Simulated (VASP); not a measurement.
Input of a VASP 6.6.1 run:

Contents of POSCAR:

```
CuI
1.0
    0.0000000000      3.0120290156      3.0120290156
    3.0120290156      0.0000000000      3.0120290156
    3.0120290156      3.0120290156      0.0000000000
Cu I
1 1
Direct
    0.0000000000      0.0000000000      0.0000000000
    0.2500000000      0.2500000000      0.2500000000
```

Contents of INCAR.step1:

```
SYSTEM = CuI
PREC     = Accurate       ! precision mode
ENCUT    = 520            ! plane-wave cutoff, eV
EDIFF    = 1E-5           ! SCF threshold, eV
ISMEAR   = 0              ! smearing method
SIGMA    = 0.01           ! smearing width, eV
LREAL    = .False.        ! projectors in reciprocal space
LASPH    = .True.         ! aspherical terms in the spheres
NELM     = 100            ! most SCF steps
ALGO     = Normal         ! electronic algorithm
ISIF     = 2              ! what is computed and relaxed
LWAVE    = .True.         ! write WAVECAR
NBANDS   = 16             ! bands
GGA      = PE             ! functional
```

File INCAR.step2:

```
SYSTEM = CuI
PREC     = Accurate       ! precision mode
ENCUT    = 520            ! plane-wave cutoff, eV
EDIFF    = 1E-7           ! SCF threshold, eV
ISMEAR   = 0              ! smearing method
SIGMA    = 0.01           ! smearing width, eV
LREAL    = .False.        ! projectors in reciprocal space
LASPH    = .True.         ! aspherical terms in the spheres
NELM     = 100            ! most SCF steps
ALGO     = Normal         ! electronic algorithm
ISIF     = 2              ! what is computed and relaxed
LWAVE    = .False.        ! write WAVECAR
LCHARG   = .True.         ! write CHGCAR
GGA      = PE             ! functional
LHFCALC  = .True.         ! exact exchange
AEXX     = 0.5            ! exact-exchange fraction
PRECFOCK = Normal       
LELF     = .True.         ! ELF
LVHAR    = .True.       
NBANDS   = 16             ! bands
ISTART   = 1
```

KPOINTS

```
Automatic mesh
0
Gamma
  4 4 4
  0 0 0
```

Potentials or basis: VASP PAW PBE potentials, release 64 (Cu, I).

Launch:

```bash
$ cat potpaw_PBE.64/Cu/POTCAR potpaw_PBE.64/I/POTCAR > POTCAR
$ cp INCAR.step1 INCAR
$ mpirun -np 1 vasp_std > vasp.out
$ cp INCAR.step2 INCAR
$ mpirun -np 1 vasp_std > vasp.out
```

Task: Predict the band gap on the k mesh.

Result: 5.52 eV.

Task: Estimate the pressure.

Result: 1.3 GPa.

Caveat: the k points lie up to 0.45 Å⁻¹ apart; the PAW data sets were made with another functional, which shifts forces and pressure a little; spin-orbit coupling is left out, which moves the levels of the heavy elements.
